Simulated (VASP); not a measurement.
K2Ge:

```
K Ge
1.0
     4.43673    0.00000    0.00000
     0.00000    4.43673    0.00000
     0.00000    0.00000    5.59089
K Ge
2 1
Direct
  0.00000 0.50000 0.50000
  0.50000 0.00000 0.50000
  0.50000 0.50000 0.00000
```

* Program: VASP 6.6.1
* Task: relaxation of cell and atoms
* Functional: PBE
* Potentials or basis: VASP PAW PBE potentials, release 64 (K_sv, Ge_d)
* Cutoff: 600 eV
* k mesh: 4 × 4 × 4
* Occupations: gaussian, width 0.1 eV
* Spin: no spin polarisation

At the start: pressure 1.7 GPa; volume 36.68 Å³/atom.

**Question.** How do energy, volume and symmetry change on relaxing?

**Answer.** Over 13 steps the energy falls by 421.3 meV/atom and the volume is 41.73 Å³/atom (+13.8 %); space group P4/mmm (No. 123, to 0.05 Å).

Step by step:
| step | energy change (eV) | largest force (eV/Å) | pressure (GPa) | volume (Å³) |
| --- | --- | --- | --- | --- |
| 1 | 0.0000 | 0.0000 | 1.75 | 110.05 |
| 2 | -0.3231 | 0.0000 | 1.11 | 116.28 |
| 3 | -0.9601 | 0.0000 | 0.05 | 132.70 |
| 4 | -1.1285 | 0.0000 | -1.55 | 150.26 |
| 5 | -1.1055 | 0.0000 | -0.51 | 144.44 |
| 6 | -1.1132 | 0.0000 | -0.56 | 145.16 |
| 7 | -1.1647 | 0.0000 | -1.00 | 148.46 |
| 8 | -1.1331 | 0.0000 | -0.70 | 146.48 |
| 9 | -1.1521 | 0.0000 | -0.84 | 147.54 |
| 10 | -1.2245 | 0.0000 | -0.39 | 136.18 |
| 11 | -1.2523 | 0.0000 | 0.10 | 127.43 |
| 12 | -1.2544 | 0.0000 | 0.33 | 124.24 |
| 13 | -1.2640 | 0.0000 | 0.05 | 125.19 |

Final structure:
```yaml
crystal:
  lattice:
    - [6.15177, 0.00000, 0.00000]
    - [0.00000, 6.15177, 0.00000]
    - [0.00000, 0.00000, 3.30809]
  atoms:
    - { symbol: K, position: [0.00000, 0.50000, 0.50000] }
    - { symbol: K, position: [0.50000, 0.00000, 0.50000] }
    - { symbol: Ge, position: [0.50000, 0.50000, 0.00000] }
```
